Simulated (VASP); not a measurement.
Here is a VASP 6.6.1 calculation.

File INCAR:

```
SYSTEM = CaYTa3Si3O16
ALGO = Normal ; EDIFF = 1E-6
ENCUT = 520 ; GGA = PE
ISIF = 2 ; ISMEAR = 0
ISYM = 0 ; LASPH = .TRUE.
LCHARG = .FALSE. ; LREAL = Auto
LWAVE = .FALSE. ; NBANDS = 99
NELM = 60 ; PREC = Accurate
SIGMA = 0.1
```

Contents of KPOINTS:

```
Automatic mesh
0
Gamma
  2 2 2
  0.5 0.5 0.5
```

POSCAR

```
CaYTa3Si3O16
1.0
   -4.7954525841      4.7073444245      0.1832031907
   -4.9513982862      0.0272574886      5.5481068598
    0.2832692576      5.1738168728      5.8586336060
O Si Ca Y Ta
16 3 1 1 3
Direct
    0.9377957362      0.7815382937      0.3081784434
    0.4415532753      0.7668783155      0.3418329269
    0.8017094220      0.4302560260      0.4584683773
    0.8512338418      0.9672110201      0.9315413153
    0.3472392892      0.4974351367      0.3185057699
    0.2836268330      0.9143142707      0.9792886898
    0.8873057023      0.2659794369      0.9745692112
    0.4344909812      0.3065392888      0.8437970099
    0.7270320049      0.6621858259     -0.0004410313
    0.1336133550      0.5331095629      0.1059724203
    0.5413490016      0.1127162513      0.2232431382
    0.4711452333      0.7919980571      0.6455253279
    0.1536731385      0.1418160283      0.1862648045
    0.1296709099      0.5921536711      0.6669674663
    0.6128354296      0.1298563868      0.5377762295
    0.1761636142      0.2096466142      0.5242897519
   -0.0155675871      0.9781465622      0.0595001067
    0.4665217340      0.0481823222      0.4795043362
    1.0655277995      0.4950639751      0.3582478200
    0.0073223439      0.9854640526      0.5506748203
    0.5067996018      0.5395706966     -0.0375760437
    0.5043177155      0.9678583199      0.0664303017
    0.0449181961      0.4351725778      0.9695496452
    0.4802419831      0.4519747829      0.5221981443
```

Potentials or basis: VASP PAW PBE potentials, release 64 (O, Si, Ca_sv, Y_sv, Ta_pv).

Run with:

```bash
$ cat potpaw_PBE.64/O/POTCAR potpaw_PBE.64/Si/POTCAR potpaw_PBE.64/Ca_sv/POTCAR potpaw_PBE.64/Y_sv/POTCAR potpaw_PBE.64/Ta_pv/POTCAR > POTCAR
$ mpirun -np 1 vasp_std > vasp.out
```

(1) Predict the pressure.

(2) Estimate the largest force.

(3) Estimate the band gap on the k mesh.

Results:

(1) 0.5 GPa.

(2) 0.149 eV/Å.

(3) 3.17 eV.

Caveat: the k points lie up to 0.56 Å⁻¹ apart; spin-orbit coupling is left out, which moves the levels of the heavy elements; a shifted mesh leaves out Γ, where band edges can lie.
